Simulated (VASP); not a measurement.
Wanted: the native input for a VASP 6.6.1 run.

```
Task                   : single point
Functional             : BLYP
Dispersion             : D4
Potentials or basis    : VASP PAW PBE potentials, release 64 (Pb_d, O)
Cutoff                 : 520 eV
k mesh                 : 9 × 9 × 9
Occupations            : fermi-dirac, width 0.025 eV
Spin                   : no spin polarisation
Dipole correction      : no
Further INCAR settings : ALGO = Normal; EDIFF = 1e-07; NBANDS = 20
```

The structure of PbO2 lies in POSCAR:

```
PbO2
1.0
    0.0000000000      2.6838572791      2.6838572791
    2.6838572791      0.0000000000      2.6838572791
    2.6838572791      2.6838572791      0.0000000000
Pb O
1 2
Direct
    0.0000000000      0.0000000000      0.0000000000
    0.7500000000      0.7500000000      0.7500000000
    0.2500000000      0.2500000000      0.2500000000
```

These files were run (other wordings do the same):

INCAR

```
PREC = Accurate
ENCUT = 520
EDIFF = 1E-7
ISMEAR = -1
SIGMA = 0.025
LREAL = F
LASPH = T
NELM = 80
ALGO = Normal
ISIF = 2
LWAVE = F
LCHARG = F
GGA = B5
ALDAX = 1.0
AGGAX = 1.0
AGGAC = 1.0
ALDAC = 0.0
IVDW = 13
VDW_S6 = 1.0
VDW_S8 = 2.34076671
VDW_A1 = 0.44488865
VDW_A2 = 4.0933009
NBANDS = 20
```

KPOINTS

```
Automatic mesh
0
Gamma
  9 9 9
```

Potentials or basis: VASP PAW PBE potentials, release 64 (Pb_d, O).

Launch:

```console
$ cat potpaw_PBE.64/Pb_d/POTCAR potpaw_PBE.64/O/POTCAR > POTCAR
$ mpirun -np 1 vasp_std > vasp.out
```

It gave:

```json
{
 "Pressure": "3.8 GPa",
 "Band gap on the k mesh": "zero (band 13 reaches 6.18 eV, above the bottom of band 14 at 5.01 eV)",
 "Dispersion energy per atom": "-0.519 eV"
}
```

Caveat: the PAW data sets were made with another functional, which shifts forces and pressure a little; spin-orbit coupling is left out, which moves the levels of the heavy elements; pairwise dispersion overbinds metals, which lowers pressure and volume.

It took 86 s on 1 thread of AMD EPYC 7R13 (shared host), peak memory 0.14 GiB.
